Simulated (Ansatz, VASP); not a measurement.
## Two plane-wave programs on Co

The input INCAR:

```
SYSTEM = Co
PREC = Accurate
ENCUT = 520
EDIFF = 1E-7
ISMEAR = -1
SIGMA = 0.1
LREAL = .False.
LASPH = .True.
NELM = 150
ALGO = Normal
ISIF = 2
LWAVE = .False.
LCHARG = .False.
ISPIN = 2
MAGMOM = 3 3
LORBIT = 11
LMAXMIX = 4
GGA = PE
NBANDS = 20
```

KPOINTS

```
regular mesh
0
Gamma
  12 12 12
  0 0 0
```

The input POSCAR:

```
Co
1.0
    3.6170000000      1.8085000000      1.8085000000
    1.8085000000      3.6170000000      1.8085000000
    1.8085000000      1.8085000000      3.6170000000
Co
2
Direct
    0.0000000000      0.0000000000      0.0000000000
    0.5000000000      0.5000000000      0.5000000000
```

Input for Ansatz:

```yaml
crystal:
  lattice:
    - [3.617, 1.8085, 1.8085]
    - [1.8085, 3.617, 1.8085]
    - [1.8085, 1.8085, 3.617]
  atoms:
    - { symbol: Co, position: [0.0, 0.0, 0.0], spin: 3.0 }
    - { symbol: Co, position: [0.5, 0.5, 0.5], spin: 3.0 }
magnetization:
  spin_polarized: true
hamiltonian:
  xc: pbe
  pseudopotentials: { kind: paw }
basis:
  ecutwfc: 420
kpoints:
  mp_grid: { grid: [12, 12, 12] }
scf:
  occupations: { method: fermi_dirac, width: 0.1 }
output:
  forces: true
  stress: true
```

Alike in both runs: task single point; functional PBE; k mesh 12 × 12 × 12; occupations fermi-dirac, width 0.1 eV; collinear spin.

|  | VASP | Ansatz |
| --- | --- | --- |
| version | VASP 6.6.1 | Ansatz 0.2.0 |
| potentials or method | VASP PAW PBE potentials, release 64 (Co), cutoff 520 eV | PAW, plane waves, scalar-relativistic |
| valence electrons in the cell | 18 | 34 |

VASP gave:

```
pressure (GPa)                                                : -14.0
traceless stress, the component that is largest in VASP (GPa) : -0.07
net moment per atom (μB)                                      : 1.71
size of the moment on the site where the two differ most (μB) : 1.74
```

Q: Which values does Ansatz return?

A: Pressure (GPa): -13.7; traceless stress, the component that is largest in VASP (GPa): -0.05; net moment per atom (μB): 1.72; size of the moment on the site where the two differ most (μB): 1.79.

Site moments also hang on the region over which each program counts them. VASP's potentials hold 18 valence electrons a cell and Ansatz's 34, so a difference there can come from the potentials and not from the codes.
